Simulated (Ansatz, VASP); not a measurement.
# Two plane-wave programs on LiC2

```
Li C
1.0
     2.53878   -3.05240    0.00064
     2.53878    3.05240    0.00064
    -2.43423    0.00000    2.55599
Li C
1 2
Cartesian
  1.3217 -2.9094 1.2786
  0.8870 0.9456 1.7404
  1.7563 0.9456 0.8168
```

Change from the starting cell: the structure that the rattled cell fell into.

Alike in both runs: functional PBE; k mesh 14 × 14 × 18; occupations gaussian, width 0.1 eV; no spin polarisation.

Ansatz relaxed the structure, and its values are those at the end. VASP's run is a single point on that final structure, the one shown.

|  | VASP | Ansatz |
| --- | --- | --- |
| version | VASP 6.6.1 | Ansatz 0.2.0 |
| potentials or method | VASP PAW PBE potentials, release 64 (Li_sv, C), cutoff 520 eV | scalar-relativistic, plane waves, PAW |
| valence electrons in the cell | 11 | 11 |

Ansatz gave:

* gap on the k mesh at the Fermi level (eV): none
* rms of the force components (eV/Å): 0.005

Estimate VASP's values.

gap on the k mesh at the Fermi level (eV): none; rms of the force components (eV/Å): 0.057.

A gap of «none» marks a metal or a gap that the smearing closes. With one functional, cell and mesh, what is left measures potentials, basis and numerics.

Noted on VASP's run: the cutoff is short for stress, so the pressure is rough.
